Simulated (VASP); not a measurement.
Wanted: the native input for a VASP 6.6.1 run.

```yaml
Task: single point
Functional: PBE
Potentials_or_basis: VASP PAW PBE potentials, release 64 (Sn_d)
Cutoff: 520 eV
k_mesh: 16 × 16 × 16
Occupations: fermi-dirac, width 0.05 eV
Spin: no spin polarisation
Dipole_correction: no
Further_INCAR_settings: ALGO = Normal; EDIFF = 1e-07; NBANDS = 13
```

The structure of Sn lies in POSCAR:

```
Sn
1.0
   -2.0492817020      2.0492817020      1.6772042273
    2.0492817020     -2.0492817020      1.6772042273
    2.0492817020      2.0492817020     -1.6772042273
Sn
1
Direct
    0.0000000000      0.0000000000      0.0000000000
```

This cell differs from its parent crystal: volume scaled by 1.03.

The input as run:

INCAR

```
ALGO = Normal
EDIFF = 1E-7
ENCUT = 520
GGA = PE
ISIF = 2
ISMEAR = -1
LASPH = T
LCHARG = T
LELF = T
LREAL = F
LVHAR = T
LWAVE = F
NBANDS = 13
NELM = 60
PREC = Accurate
SIGMA = 0.05
```

KPOINTS

```
k-points
0
Gamma
  16 16 16
```

Potentials or basis: VASP PAW PBE potentials, release 64 (Sn_d).

The run is started by

```console
$ cat potpaw_PBE.64/Sn_d/POTCAR > POTCAR
$ mpirun -np 1 vasp_std > vasp.out
```

Results of the run:

```
Pressure               : -0.5 GPa
Band gap on the k mesh : zero (band 7 reaches 14.20 eV, above the bottom of band 8 at 5.57 eV)
```

Caveat: spin-orbit coupling is left out, which moves the levels of the heavy elements.

It took 59 s on 1 thread of Intel(R) Xeon(R) Platinum 8488C (Sapphire Rapids) (shared host), peak memory 0.25 GiB.
